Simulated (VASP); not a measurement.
# MgO2 (Pa-3) in VASP: notebook

MgO2 is run at these levels: r2SCAN; tasks: single point.

Everything below comes from runs of VASP 6.6.1. Logs are shortened: lines on timing, memory, paths and dates and some standing lists are left out, and cuts for length are marked.

## (1) The cell of the first run

The structure is cubic, space group Pa-3 (No. 205). The conventional cell has a = 4.735 Å, b = 4.735 Å, c = 4.735 Å, α = 90.00°, β = 90.00°, γ = 90.00°. Mg (site symmetry -3) has 6 O at 2.03 Å within 2.7 Å. Within 2.1 Å of O (site symmetry 3) lie 1 O at 1.47 Å and 3 Mg at 2.03 Å.

## (2) Single point, r2SCAN (8.85 Å³/atom)

POSCAR reads:

```
MgO2
1.0
    4.7354890855      0.0000000000      0.0000000000
    0.0000000000      4.7354890855      0.0000000000
    0.0000000000      0.0000000000      4.7354890855
Mg O
4 8
Direct
    0.0000000000      0.5000000000      0.5000000000
    0.5000000000      0.5000000000      0.0000000000
    0.5000000000      0.0000000000      0.5000000000
    0.0000000000      0.0000000000      0.0000000000
    0.4101325126      0.0898674874      0.9101325126
    0.0898674874      0.9101325126      0.4101325126
    0.9101325126      0.4101325126      0.0898674874
    0.5898674874      0.5898674874      0.5898674874
    0.4101325126      0.4101325126      0.4101325126
    0.0898674874      0.5898674874      0.9101325126
    0.9101325126      0.0898674874      0.5898674874
    0.5898674874      0.9101325126      0.0898674874
```

INCAR.step1 reads:

```
ALGO = Normal
EDIFF = 1E-4
ENCUT = 520
GGA = PE
ISMEAR = 0
LASPH = T
LCHARG = F
LREAL = F
LWAVE = T
NBANDS = 40
NELM = 80
PREC = Accurate
SIGMA = 0.02
```

INCAR.step2 reads:

```
ALGO = Normal
EDIFF = 1E-6
ENCUT = 520
ISIF = 2
ISMEAR = 0
ISTART = 1
LASPH = T
LCHARG = T
LELF = T
LMIXTAU = T
LREAL = F
LVHAR = T
LWAVE = F
METAGGA = R2SCAN
NBANDS = 40
NELM = 80
PREC = Accurate
SIGMA = 0.02
```

KPOINTS reads:

```
k-points
0
Gamma
  6 6 6
```

Potentials or basis: VASP PAW PBE potentials, release 64 (Mg, O).

On the command line:

```console
$ cat potpaw_PBE.64/Mg/POTCAR potpaw_PBE.64/O/POTCAR > POTCAR
$ cp INCAR.step1 INCAR
$ mpirun -np 1 vasp_std > vasp.out
$ cp INCAR.step2 INCAR
$ mpirun -np 1 vasp_std > vasp.out
```

OUTCAR:

```text
EDIFF = 1E-6
   ENCUT = 520
   ISIF = 2
   ISMEAR = 0
   ISTART = 1
   LASPH = T
   LREAL = F
   METAGGA = R2SCAN
   NELM = 80
   PREC = Accurate

 ion  position               nearest neighbor table
   1  0.000  0.500  0.500-   6 2.03   7 2.03   8 2.03   9 2.03  10 2.03  11 2.03   2 3.35   3 3.35
                             4 3.35   2 3.35   4 3.35   3 3.35   4 3.35   4 3.35   2 3.35   3 3.35
   2  0.500  0.500  0.000-   5 2.03   7 2.03   8 2.03   9 2.03  10 2.03  12 2.03   1 3.35   3 3.35
                             4 3.35   1 3.35   3 3.35   3 3.35   4 3.35   3 3.35   1 3.35   4 3.35
   3  0.500  0.000  0.500-   5 2.03   6 2.03   8 2.03   9 2.03  11 2.03  12 2.03   1 3.35   2 3.35
                             4 3.35   2 3.35   4 3.35   1 3.35   2 3.35   2 3.35   1 3.35   4 3.35
   4  0.000  0.000  0.000-   5 2.03   6 2.03   7 2.03  10 2.03  11 2.03  12 2.03   1 3.35   2 3.35
                             3 3.35   1 3.35   3 3.35   1 3.35   2 3.35   1 3.35   2 3.35   3 3.35
   5  0.410  0.090  0.910-  12 1.47   3 2.03   4 2.03   2 2.03
   6  0.090  0.910  0.410-  11 1.47   3 2.03   4 2.03   1 2.03
   7  0.910  0.410  0.090-  10 1.47   2 2.03   4 2.03   1 2.03
   8  0.590  0.590  0.590-   9 1.47   2 2.03   3 2.03   1 2.03
   9  0.410  0.410  0.410-   8 1.47   2 2.03   3 2.03   1 2.03
  10  0.090  0.590  0.910-   7 1.47   2 2.03   4 2.03   1 2.03
  11  0.910  0.090  0.590-   6 1.47   3 2.03   4 2.03   1 2.03
  12  0.590  0.910  0.090-   5 1.47   3 2.03   4 2.03   2 2.03

  LATTYP: Found a simple cubic cell.
 ALAT       =     4.7354890855

  Lattice vectors:

 A1 = (   4.7354890855,   0.0000000000,   0.0000000000)
 A2 = (   0.0000000000,   4.7354890855,   0.0000000000)
 A3 = (   0.0000000000,   0.0000000000,   4.7354890855)

Analysis of symmetry for initial positions (statically):
=====================================================================
 Subroutine PRICEL returns:
 Original cell was already a primitive cell.

 Routine SETGRP: Setting up the symmetry group for a
 simple cubic supercell.

 Subroutine GETGRP returns: Found 24 space group operations
 (whereof  6 operations were pure point group operations)
 out of a pool of 48 trial point group operations.

The static configuration has the point symmetry S_6 .
 The point group associated with its full space group is T_h .

Analysis of symmetry for dynamics (positions and initial velocities):
=====================================================================
 Subroutine PRICEL returns:
 Original cell was already a primitive cell.

 Routine SETGRP: Setting up the symmetry group for a
 simple cubic supercell.

 Subroutine GETGRP returns: Found 24 space group operations
 (whereof  6 operations were pure point group operations)
 out of a pool of 48 trial point group operations.

The dynamic configuration has the point symmetry S_6 .
 The point group associated with its full space group is T_h .

 Subroutine INISYM returns: Found 24 space group operations
 (whereof  6 operations are pure point group operations),
 and found     1 'primitive' translations

----------------------------------------------------------------------------------------

                                     Primitive cell

  volume of cell :     106.1927

  direct lattice vectors                    reciprocal lattice vectors
     4.735489086  0.000000000  0.000000000     0.211171430  0.000000000  0.000000000
     0.000000000  4.735489086  0.000000000     0.000000000  0.211171430  0.000000000
     0.000000000  0.000000000  4.735489086     0.000000000  0.000000000  0.211171430

  length of vectors
     4.735489086  4.735489086  4.735489086     0.211171430  0.211171430  0.211171430

  position of ions in fractional coordinates (direct lattice)
     0.000000000  0.500000000  0.500000000
     0.500000000  0.500000000  0.000000000
     0.500000000  0.000000000  0.500000000
     0.000000000  0.000000000  0.000000000
     0.410132513  0.089867487  0.910132513
     0.089867487  0.910132513  0.410132513
     0.910132513  0.410132513  0.089867487
     0.589867487  0.589867487  0.589867487
     0.410132513  0.410132513  0.410132513
     0.089867487  0.589867487  0.910132513
     0.910132513  0.089867487  0.589867487
     0.589867487  0.910132513  0.089867487

  ion indices of the primitive-cell ions
   primitive index   ion index
                 1           1
                 2           2
                 3           3
                 4           4
                 5           5
                 6           6
                 7           7
                 8           8
                 9           9
                10          10
                11          11
                12          12

----------------------------------------------------------------------------------------

 KPOINTS: k-points

Automatic generation of k-mesh.
 Grid dimensions read from file:
 generate k-points for:    6    6    6

 Generating k-lattice:

[... 78 lines left out ...]
  energy-cutoff  :      520.00
  volume of cell :      106.19
 maximum number of plane-waves:      2897
   NGX = 17   NGY = 17   NGZ = 17

 number of electron      56.0000010 magnetization

 Free energy of the ion-electron system (eV)
  ---------------------------------------------------
  ext. energy  EPLUGINS =         0.00000000
  ---------------------------------------------------
  free energy    TOTEN  =       -87.13129703 eV

  energy without entropy =      -87.13129703  energy(sigma->0) =      -87.13129703

 E-fermi :   3.0429     XC(G=0): -11.6856

 val. band max:        2.9388241119   @ k =   0.0000   0.0000   0.0000
 cond. band min:       7.8461494032   @ k =   0.3333   0.1667   0.1667
 fundamental gap:      4.9073252913
 Fermi energy:         3.0429318023

 k-point     1 :       0.0000    0.0000    0.0000
  band No.  band energies     occupation
      1     -19.6089      2.00000
      2     -18.7162      2.00000
      3     -18.7162      2.00000
      4     -18.7162      2.00000
      5     -12.6908      2.00000
      6     -12.6908      2.00000
[... 32 lines left out ...]
     39      16.4824      0.00000
     40      17.2483      0.00000

 k-point     2 :       0.1667    0.0000    0.0000
  band No.  band energies     occupation
      1     -19.5520      2.00000
      2     -18.7785      2.00000
      3     -18.7106      2.00000
      4     -18.7105      2.00000
      5     -12.6882      2.00000
      6     -12.6873      2.00000
[... 32 lines left out ...]
     39      16.4193      0.00000
     40      17.1944      0.00000

 k-point     3 :       0.3333    0.0000    0.0000
  band No.  band energies     occupation
      1     -19.3937      2.00000
      2     -18.9473      2.00000
      3     -18.6994      2.00000
      4     -18.6994      2.00000
      5     -12.6824      2.00000
      6     -12.6809      2.00000
[... 32 lines left out ...]
     39      16.5221      0.00000
     40      17.0284      0.00000

 k-point     4 :       0.5000    0.0000    0.0000
  band No.  band energies     occupation
      1     -19.1733      2.00000
      2     -19.1733      2.00000
      3     -18.6938      2.00000
      4     -18.6938      2.00000
      5     -12.6785      2.00000
      6     -12.6785      2.00000
[... 32 lines left out ...]
     39      16.7294      0.00000
     40      16.7294      0.00000
[... 772 lines left out ...]
     39      16.5407      0.00000
     40      16.5407      0.00000

 k-point    23 :       0.5000    0.5000    0.3333
  band No.  band energies     occupation
      1     -18.8942      2.00000
      2     -18.8942      2.00000
      3     -18.8942      2.00000
      4     -18.8942      2.00000
      5     -12.7027      2.00000
      6     -12.7027      2.00000
[... 32 lines left out ...]
     39      16.2961      0.00000
     40      16.2961      0.00000

 k-point    24 :       0.5000    0.5000    0.5000
  band No.  band energies     occupation
      1     -18.8864      2.00000
      2     -18.8864      2.00000
      3     -18.8864      2.00000
      4     -18.8864      2.00000
      5     -12.7258      2.00000
      6     -12.7258      2.00000
[... 32 lines left out ...]
     39      16.2121      0.00000
     40      16.2121      0.00000

------------------------ aborting loop because EDIFF is reached ----------------------------------------

  FORCE on cell =-STRESS in cart. coord.  units (eV):
  Direction    XX          YY          ZZ          XY          YZ          ZX
  --------------------------------------------------------------------------------------
  -------------------------------------------------------------------------------------
  Total        6.5564537      6.5564537      6.5564537      0.0000000     -0.0000000     -0.0000000
  in kB       98.9202170     98.9202170     98.9202170      0.0000000     -0.0000000     -0.0000000
  external PRESSURE =      98.9202170 kB  Pullay stress =       0.0000000 kB

 VOLUME and BASIS-vectors are now :
 -----------------------------------------------------------------------------
  energy-cutoff  :      520.00
  volume of cell :      106.19
      direct lattice vectors                 reciprocal lattice vectors
     4.735489086  0.000000000  0.000000000     0.211171430  0.000000000  0.000000000
     0.000000000  4.735489086  0.000000000     0.000000000  0.211171430  0.000000000
     0.000000000  0.000000000  4.735489086     0.000000000  0.000000000  0.211171430

 POSITION                                       TOTAL-FORCE (eV/Angst)
 -----------------------------------------------------------------------------------
      0.00000      2.36774      2.36774         0.000000     -0.000000     -0.000000
      2.36774      2.36774      0.00000         0.000000     -0.000000     -0.000000
      2.36774      0.00000      2.36774         0.000000     -0.000000     -0.000000
      0.00000      0.00000      0.00000         0.000000     -0.000000     -0.000000
      1.94218      0.42557      4.30992        -0.166568      0.166568     -0.166568
      0.42557      4.30992      1.94218         0.166568     -0.166568     -0.166568
      4.30992      1.94218      0.42557        -0.166568     -0.166568      0.166568
      2.79331      2.79331      2.79331         0.166568      0.166568      0.166568
      1.94218      1.94218      1.94218        -0.166568     -0.166568     -0.166568
      0.42557      2.79331      4.30992         0.166568      0.166568     -0.166568
      4.30992      0.42557      2.79331        -0.166568      0.166568      0.166568
      2.79331      4.30992      0.42557         0.166568     -0.166568      0.166568
 -----------------------------------------------------------------------------------
    total drift:                                0.000000      0.000000      0.000000

  FREE ENERGIE OF THE ION-ELECTRON SYSTEM (eV)
  ---------------------------------------------------
  free  energy   TOTEN  =       -87.1312970257 eV

  energy  without entropy=      -87.1312970257  energy(sigma->0) =      -87.13129703
```

Run time: 4.2 min. Hardware: 1 thread of AMD EPYC 9R45 (Zen 5), shared host; peak memory 0.22 GiB.

Results:

- Free energy: -87.1313 eV
- Pressure: 9.9 GPa
- Largest force: 0.289 eV/Å
- Band gap on the k mesh: 4.91 eV (least direct gap 5.06 eV)

Forces on the atoms (eV/Å):
```
Mg   0.000  0.000  0.000
Mg   0.000  0.000  0.000
Mg   0.000  0.000  0.000
Mg   0.000  0.000  0.000
O   -0.167  0.167 -0.167
O    0.167 -0.167 -0.167
O   -0.167 -0.167  0.167
O    0.167  0.167  0.167
O   -0.167 -0.167 -0.167
O    0.167  0.167 -0.167
O   -0.167  0.167  0.167
O    0.167 -0.167  0.167
```

Caveat: the cell stands under pressure; the PAW data sets were made with another functional, which shifts forces and pressure a little. A k mesh can miss the band edges.

## (3) Single point, r2SCAN (9.13 Å³/atom)

This run uses another cell than the first one, of 9.13 Å³/atom.

POSCAR reads:

```
MgO2
1.0
    4.7853400024      0.0000000000      0.0000000000
    0.0000000000      4.7853400024      0.0000000000
    0.0000000000      0.0000000000      4.7853400024
Mg O
4 8
Direct
    0.0000000000      0.5000000000      0.5000000000
    0.5000000000      0.5000000000      0.0000000000
    0.5000000000      0.0000000000      0.5000000000
    0.0000000000      0.0000000000      0.0000000000
    0.4106506749      0.0893493251      0.9106506749
    0.0893493251      0.9106506749      0.4106506749
    0.9106506749      0.4106506749      0.0893493251
    0.5893493251      0.5893493251      0.5893493251
    0.4106506749      0.4106506749      0.4106506749
    0.0893493251      0.5893493251      0.9106506749
    0.9106506749      0.0893493251      0.5893493251
    0.5893493251      0.9106506749      0.0893493251
```

INCAR.step1 reads:

```
SYSTEM = MgO2
  ALGO = Normal
  EDIFF = 1E-4
  ENCUT = 520
  GGA = PE
  ISMEAR = 0
  LASPH = .True.
  LCHARG = .False.
  LREAL = .False.
  LWAVE = .True.
  NBANDS = 40
  NELM = 80
  PREC = Accurate
  SIGMA = 0.02
```

INCAR.step2 reads:

```
SYSTEM = MgO2
  ALGO = Normal
  EDIFF = 1E-6
  ENCUT = 520
  ISIF = 2
  ISMEAR = 0
  ISTART = 1
  LASPH = .True.
  LCHARG = .False.
  LMIXTAU = .True.
  LREAL = .False.
  LWAVE = .False.
  METAGGA = R2SCAN
  NBANDS = 40
  NELM = 80
  PREC = Accurate
  SIGMA = 0.02
```

KPOINTS reads:

```
k-points
0
Gamma
  6 6 6
  0 0 0
```

Potentials or basis: VASP PAW PBE potentials, release 64 (Mg, O).

On the command line:

```console
$ cat potpaw_PBE.64/Mg/POTCAR potpaw_PBE.64/O/POTCAR > POTCAR
$ cp INCAR.step1 INCAR
$ mpirun -np 1 vasp_std > vasp.out
$ cp INCAR.step2 INCAR
$ mpirun -np 1 vasp_std > vasp.out
```

Run time: 4.2 min. Hardware: 1 thread of AMD EPYC 9R45 (Zen 5), shared host; peak memory 0.23 GiB.

The run converged. Its results:

* Free energy: -87.2782 eV
* Pressure: 4.4 GPa
* Largest force: 0.281 eV/Å
* Band gap on the k mesh: 4.79 eV (least direct gap 4.93 eV)

Forces in eV/Å, atoms in the order of the input:
```
Mg   0.000  0.000  0.000
Mg   0.000  0.000  0.000
Mg   0.000  0.000  0.000
Mg   0.000  0.000  0.000
O   -0.162  0.162 -0.162
O    0.162 -0.162 -0.162
O   -0.162 -0.162  0.162
O    0.162  0.162  0.162
O   -0.162 -0.162 -0.162
O    0.162  0.162 -0.162
O   -0.162  0.162  0.162
O    0.162 -0.162  0.162
```

Levels at points of the mesh, in eV from the valence-band top:
```tsv
k point	band 24	band 25	band 26	band 27	band 28	band 29	band 30	band 31	band 32	band 33
(0.00, 0.00, 0.00)	-0.51	-0.51	-0.51	0.00	0.00	5.43	5.46	5.46	5.46	7.71
(0.50, 0.00, 0.00)	-0.86	-0.73	-0.73	-0.13	-0.13	4.85	4.85	5.29	5.29	10.11
(0.50, 0.50, 0.00)	-0.69	-0.50	-0.50	-0.50	-0.50	5.06	5.06	5.06	5.06	10.86
(0.50, 0.50, 0.50)	-0.74	-0.57	-0.57	-0.57	-0.57	5.37	5.37	5.37	5.37	10.62
```

Caveat: the cell stands under pressure; the PAW data sets were made with another functional, which shifts forces and pressure a little. A k mesh can miss the band edges.

## (4) Single point, r2SCAN

This run uses another cell than the first one, of 9.41 Å³/atom.

POSCAR reads:

```
MgO2
1.0
    4.8341733752      0.0000000000      0.0000000000
    0.0000000000      4.8341733752      0.0000000000
    0.0000000000      0.0000000000      4.8341733752
Mg O
4 8
Direct
    0.0000000000      0.5000000000      0.5000000000
    0.5000000000      0.5000000000      0.0000000000
    0.5000000000      0.0000000000      0.5000000000
    0.0000000000      0.0000000000      0.0000000000
    0.4111698607      0.0888301393      0.9111698607
    0.0888301393      0.9111698607      0.4111698607
    0.9111698607      0.4111698607      0.0888301393
    0.5888301393      0.5888301393      0.5888301393
    0.4111698607      0.4111698607      0.4111698607
    0.0888301393      0.5888301393      0.9111698607
    0.9111698607      0.0888301393      0.5888301393
    0.5888301393      0.9111698607      0.0888301393
```

INCAR.step1 reads:

```
ALGO = Normal
EDIFF = 1E-4
ENCUT = 520
GGA = PE
ISMEAR = 0
LASPH = True
LCHARG = False
LREAL = False
LWAVE = True
NBANDS = 40
NELM = 100
PREC = Accurate
SIGMA = 0.02
```

INCAR.step2 reads:

```
ALGO = Normal
EDIFF = 1E-6
ENCUT = 520
ISIF = 2
ISMEAR = 0
ISTART = 1
LASPH = True
LCHARG = False
LMIXTAU = True
LREAL = False
LWAVE = False
METAGGA = R2SCAN
NBANDS = 40
NELM = 100
PREC = Accurate
SIGMA = 0.02
```

KPOINTS reads:

```
k-points
0
Gamma
  6 6 6
```

On the command line:

```console
$ cat potpaw_PBE.64/Mg/POTCAR potpaw_PBE.64/O/POTCAR > POTCAR
$ cp INCAR.step1 INCAR
$ mpirun -np 1 vasp_std > vasp.out
$ cp INCAR.step2 INCAR
$ mpirun -np 1 vasp_std > vasp.out
```

Wall time 4.4 min (1 thread of AMD EPYC 9R45 (Zen 5), shared host); peak memory 0.23 GiB.

Results (log left out):

* Free energy: -87.3175 eV
* Pressure: -0.3 GPa
* Largest force: 0.274 eV/Å
* Band gap on the k mesh: 4.68 eV (least direct gap 4.81 eV)

Forces in eV/Å, atoms in the order of the input:
```
Mg   0.000  0.000  0.000
Mg   0.000  0.000  0.000
Mg   0.000  0.000  0.000
Mg   0.000  0.000  0.000
O   -0.158  0.158 -0.158
O    0.158 -0.158 -0.158
O   -0.158 -0.158  0.158
O    0.158  0.158  0.158
O   -0.158 -0.158 -0.158
O    0.158  0.158 -0.158
O   -0.158  0.158  0.158
O    0.158 -0.158  0.158
```

Levels at points of the mesh, in eV from the valence-band top:
```
           k point  band 25  band 26  band 27  band 28  band 29  band 30  band 31  band 32
(0.00, 0.00, 0.00)    -0.49    -0.49     0.00     0.00     5.34     5.34     5.34     5.36
(0.50, 0.00, 0.00)    -0.71    -0.71    -0.13    -0.13     4.74     4.74     5.21     5.21
(0.50, 0.50, 0.00)    -0.49    -0.49    -0.49    -0.49     4.96     4.96     4.96     4.96
(0.50, 0.50, 0.50)    -0.56    -0.56    -0.56    -0.56     5.27     5.27     5.27     5.27
```

Caveat: the PAW data sets were made with another functional, which shifts forces and pressure a little. A k mesh can miss the band edges.

## (5) Overview

```csv
cell,gap on the mesh (eV),pressure (GPa),largest force (eV/Å)
"a = 4.735 Å, 12 atoms",4.91,9.9,0.29
"a = 4.785 Å, 12 atoms",4.79,4.4,0.28
"a = 4.834 Å, 12 atoms",4.68,-0.3,0.27
```

Alike in all rows: task single point; level r2SCAN; potentials or basis VASP PAW PBE potentials, release 64 (Mg, O); no spin polarisation; k mesh 6 × 6 × 6; cutoff (eV) 520; smearing gaussian 0.02 eV.

Caveats: the PAW data sets were made with another functional, which shifts forces and pressure a little; the cell stands under pressure (at least some runs).

Total energies depend on the potentials used, so only differences within one code and one set of settings carry meaning.
